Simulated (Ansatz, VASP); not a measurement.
## One calculation of HfBiH2, two programs

```
CELL_PARAMETERS angstrom
3.30168 0.00000 0.00000
-1.65084 2.85934 0.00000
0.00000 0.00000 8.09134
ATOMIC_POSITIONS crystal
Hf 0.00000 0.00000 0.50000
Bi 0.00000 0.00000 0.00000
H 0.00000 0.00000 0.25566
H 0.00000 0.00000 0.74434
```

Alike in both runs: functional PBE; k mesh 6 × 6 × 4; occupations gaussian, width 0.1 eV; no spin polarisation.

Ansatz relaxed the structure, and its values are those at the end. VASP's run is a single point on that final structure, the one shown.

|  | VASP | Ansatz |
| --- | --- | --- |
| version | VASP 6.6.1 | Ansatz 0.2.0 |
| potentials or method | VASP PAW PBE potentials, release 64 (Hf_pv, Bi_d, H), cutoff 520 eV | scalar-relativistic, plane waves, PAW |
| valence electrons in the cell | 27 | 43 |

```csv
,VASP,Ansatz,Ansatz less VASP
gap on the k mesh at the Fermi level (eV),none,none,-
pressure (GPa),-0.2,-0.1,+0.12
rms of the force components (eV/Å),0.000,0.004,+0.0034
```

A gap of «none» marks a metal or a gap that the smearing closes. VASP's potentials hold 27 valence electrons a cell and Ansatz's 43, so a difference there can come from the potentials and not from the codes.

The k mesh is coarse, so the values compare programs but aren't converged. Neither program's run includes spin-orbit coupling.
